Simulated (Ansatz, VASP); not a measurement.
One calculation of ZnCu2, two programs

File INCAR:

```
ALGO = Normal
DIPOL = 0.5 0.5 0.500
EDIFF = 1E-6
ENCUT = 520
GGA = PE
IDIPOL = 3
ISIF = 2
ISMEAR = -1
LASPH = T
LCHARG = F
LDIPOL = T
LREAL = F
LWAVE = F
NBANDS = 24
NELM = 80
PREC = Accurate
SIGMA = 0.1
```

The input KPOINTS:

```
k-points
0
Gamma
  15 15 1
```

Contents of POSCAR:

```
ZnCu2
1.0
    2.5665139637      0.0000000000      0.0000000000
   -1.2832569818      2.2226662917      0.0000000000
    0.0000000000      0.0000000000     20.1911000000
Cu Zn
2 1
Direct
    0.1666666667      0.3333333333      0.3974439066
    0.8333333333      0.6666666667      0.6025561074
    0.5000000000      1.0000000000      0.4999999857
```

Input for Ansatz:

```yaml
crystal:
  lattice:
    - [2.5665139637, 0.0, 0.0]
    - [-1.2832569818, 2.2226662917, 0.0]
    - [0.0, 0.0, 20.1911]
  atoms:
    - { symbol: Cu, position: [0.1666666667, 0.3333333333, 0.3974439066] }
    - { symbol: Zn, position: [0.5, 1.0, 0.4999999857] }
    - { symbol: Cu, position: [0.8333333333, 0.6666666667, 0.6025561074] }
kpoints:
  mp_grid: { grid: [15, 15, 1] }
scf:
  occupations: { method: fermi_dirac, width: 0.1 }
hamiltonian:
  xc: pbe
  pseudopotentials: { kind: paw }
output:
  forces: true
  stress: true
  eigenvalues: true
efield:
  axis: 3
  amplitude: 0
  dipole_correction: true
```

Alike in both runs: task single point; functional PBE; k mesh 15 × 15 × 1; occupations fermi-dirac, width 0.1 eV; no spin polarisation.

|  | VASP | Ansatz |
| --- | --- | --- |
| version | VASP 6.6.1 | Ansatz 0.2.0 |
| potentials or method | VASP PAW PBE potentials, release 64 (Cu, Zn) | PAW with Ansatz's default frozen-core files, scalar-relativistic |
| plane-wave cutoff (eV) | 520 | 420 |
| valence electrons in the cell | 34 | 50 |

|  | VASP | Ansatz | Ansatz less VASP |
| --- | --- | --- | --- |
| rms of the force components (eV/Å) | 0.168 | 0.153 | -0.0147 |

VASP's potentials hold 34 valence electrons a cell and Ansatz's 50, so a difference there can come from the potentials and not from the codes.
